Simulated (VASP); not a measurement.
# Al31N32 (a cell with a defect): single point with PBEsol

The system is Al31N32 (a cell with a defect).

```
Al N
1.0
     8.75544    0.00000    0.00000
     0.00000    8.75544    0.00000
     0.00000    0.00000    8.75544
Al N
31 32
Direct
  0.00011 0.99953 0.00001
  0.00005 0.99923 0.50046
  0.00007 0.50043 0.00002
  0.99996 0.49965 0.50006
  0.50071 0.99925 0.00002
  0.50018 0.99948 0.50006
  0.50018 0.49965 0.99981
  0.25016 0.24965 0.99965
  0.24982 0.24904 0.49912
  0.25017 0.74928 0.00053
  0.25100 0.74933 0.50154
  0.74995 0.24966 0.00031
  0.74978 0.24987 0.50123
  0.75025 0.74954 0.99901
  0.74912 0.74899 0.50026
  0.25006 0.99868 0.24992
  0.24990 0.00017 0.75026
  0.25087 0.49911 0.25085
  0.25095 0.50062 0.74910
  0.75031 0.00028 0.24977
  0.75026 0.99838 0.75021
  0.74930 0.50076 0.25104
  0.74865 0.50052 0.74837
  0.99963 0.24962 0.24999
  0.00044 0.24958 0.75000
  0.00078 0.74940 0.24993
  0.99907 0.74953 0.75020
  0.49933 0.24935 0.25011
  0.50119 0.24985 0.74945
  0.50164 0.74918 0.25109
  0.50062 0.74886 0.74869
  0.12518 0.12456 0.12506
  0.12361 0.12318 0.62546
  0.12447 0.62456 0.12427
  0.12450 0.62535 0.62579
  0.62545 0.12344 0.12367
  0.62601 0.12370 0.62589
  0.62588 0.62531 0.12448
  0.63817 0.63884 0.63751
  0.37485 0.37427 0.12448
  0.36043 0.35933 0.63870
  0.37523 0.87564 0.12407
  0.37464 0.87610 0.62605
  0.87642 0.37459 0.12400
  0.87601 0.37431 0.62576
  0.87558 0.87478 0.12495
  0.87685 0.87617 0.62522
  0.37454 0.12350 0.37444
  0.37506 0.12342 0.87679
  0.36227 0.63858 0.36235
  0.37488 0.62530 0.87570
  0.87686 0.12344 0.37495
  0.87541 0.12457 0.87538
  0.87610 0.62542 0.37466
  0.87651 0.62450 0.87645
  0.12445 0.37417 0.37466
  0.12409 0.37453 0.87647
  0.12417 0.87577 0.37506
  0.12508 0.87473 0.87551
  0.63897 0.35983 0.36100
  0.62578 0.37438 0.87565
  0.62619 0.87612 0.37449
  0.62527 0.87607 0.87669
```

```yaml
Program: VASP 6.6.1
Task: single point
Functional: PBEsol
Potentials_or_basis: VASP PAW PBE potentials, release 64 (Al, N)
Cutoff: 520 eV
k_mesh: 1 × 1 × 1, shifted
Occupations: fermi-dirac, width 0.05 eV
Spin: no spin polarisation
```

The largest force is 0.240 eV/Å.

Forces on the atoms (eV/Å):
```
Al   0.037  0.047  0.035
Al   0.046  0.046 -0.094
Al   0.044 -0.173  0.044
Al   0.057  0.008  0.004
Al  -0.116  0.046  0.044
Al   0.006  0.060  0.005
Al   0.004  0.008  0.056
Al   0.010  0.032 -0.008
Al   0.067  0.077 -0.015
Al   0.059  0.054  0.038
Al   0.015 -0.015 -0.070
Al   0.063  0.062  0.048
Al  -0.003  0.038 -0.066
Al   0.005  0.014  0.100
Al   0.111  0.086 -0.195
Al   0.023  0.004  0.010
Al   0.044  0.049  0.053
Al   0.097  0.006  0.092
Al   0.020 -0.099  0.017
Al   0.050  0.044  0.043
Al   0.022  0.103  0.015
Al   0.015 -0.102  0.008
Al   0.066 -0.184  0.072
Al  -0.003  0.034  0.003
Al   0.051  0.058  0.060
Al   0.039  0.048  0.054
Al   0.100  0.019  0.005
Al  -0.003  0.088  0.070
Al  -0.069  0.041  0.007
Al  -0.079 -0.009  0.005
Al  -0.192  0.071  0.105
N   -0.027 -0.035 -0.021
N   -0.039 -0.044 -0.004
N   -0.066  0.030 -0.062
N   -0.063  0.008  0.002
N    0.003 -0.052 -0.042
N    0.001 -0.066  0.001
N    0.003  0.008 -0.063
N    0.002 -0.108  0.052
N   -0.027 -0.024 -0.035
N    0.043  0.066  0.064
N    0.014 -0.012 -0.048
N    0.028 -0.053  0.002
N   -0.015  0.032 -0.046
N   -0.047  0.021  0.003
N   -0.035 -0.036 -0.038
N   -0.073 -0.073  0.042
N   -0.022 -0.035 -0.021
N    0.022 -0.048 -0.027
N   -0.059 -0.030 -0.066
N    0.019  0.011 -0.043
N   -0.028 -0.049  0.017
N   -0.036 -0.047 -0.033
N   -0.045  0.011  0.021
N   -0.058  0.070 -0.058
N   -0.036 -0.022 -0.025
N   -0.046  0.035 -0.017
N   -0.050 -0.017  0.012
N   -0.041 -0.038 -0.033
N    0.033  0.036  0.006
N    0.005  0.019 -0.044
N    0.003 -0.051  0.028
N    0.050 -0.069 -0.068
```

Levels at points of the mesh, in eV from the Fermi level:
```csv
k point,band 123,band 124,band 125,band 126,band 127,band 128,band 129,band 130,band 131,band 132
"(0.25, 0.25, 0.25)",-0.99,-0.99,-0.95,-0.25,0.00,0.01,3.33,3.34,3.36,4.26
```

Run time: 20 min on 1 thread of Intel(R) Xeon(R) Platinum 8488C (Sapphire Rapids), on a shared host, peak memory 0.82 GiB.

Caveat: the cell carries a net charge on a neutralising background, which shifts energy and pressure; the cell is charged against a uniform background, so pressure and absolute levels hang on convention; the PAW data sets were made with another functional, which shifts forces and pressure a little.
